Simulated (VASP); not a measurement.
A run of VASP 6.6.1:

Contents of POSCAR:

```
SnO
1.0
    0.0000000000      2.8436254674      2.4052638061
    2.8436254674      0.0000000000      2.4052638061
    2.8436254674      2.8436254674      0.0000000000
Sn O
1 1
Direct
    0.0000000000      0.0000000000      0.0000000000
    0.2500000000      0.2500000000      0.2500000000
```

INCAR.step1

```
SYSTEM = SnO
PREC = Accurate
ENCUT = 520
ISMEAR = -1
SIGMA = 0.02
LREAL = .FALSE.
LASPH = .TRUE.
NELM = 100
NBANDS = 17
GGA = PE
ALGO = Normal
EDIFF = 1E-4
LWAVE = .TRUE.
LCHARG = .FALSE.
```

The input INCAR.step2:

```
SYSTEM = SnO
PREC = Accurate
ENCUT = 520
EDIFF = 1E-7
ISMEAR = -1
SIGMA = 0.02
LREAL = .FALSE.
LASPH = .TRUE.
NELM = 100
ALGO = Normal
ISIF = 2
LWAVE = .FALSE.
LCHARG = .FALSE.
METAGGA = R2SCAN
LMIXTAU = .TRUE.
NBANDS = 17
ISTART = 1
```

KPOINTS

```
regular mesh
0
G
  8 8 8
  0 0 0
```

Potentials or basis: VASP PAW PBE potentials, release 64 (Sn_d, O).

The run is started by

```bash
$ cat potpaw_PBE.64/Sn_d/POTCAR potpaw_PBE.64/O/POTCAR > POTCAR
$ cp INCAR.step1 INCAR
$ mpirun -np 1 vasp_std > vasp.out
$ cp INCAR.step2 INCAR
$ mpirun -np 1 vasp_std > vasp.out
```

Hardware: 1 thread of AMD EPYC 7R13 Processor (Zen 3), on a shared host.

Problem. Estimate the wall time of this run.

Solution. Run time: 2.2 min on 1 thread of AMD EPYC 7R13 Processor (Zen 3), on a shared host, peak memory 0.16 GiB. Counts: k points 59.
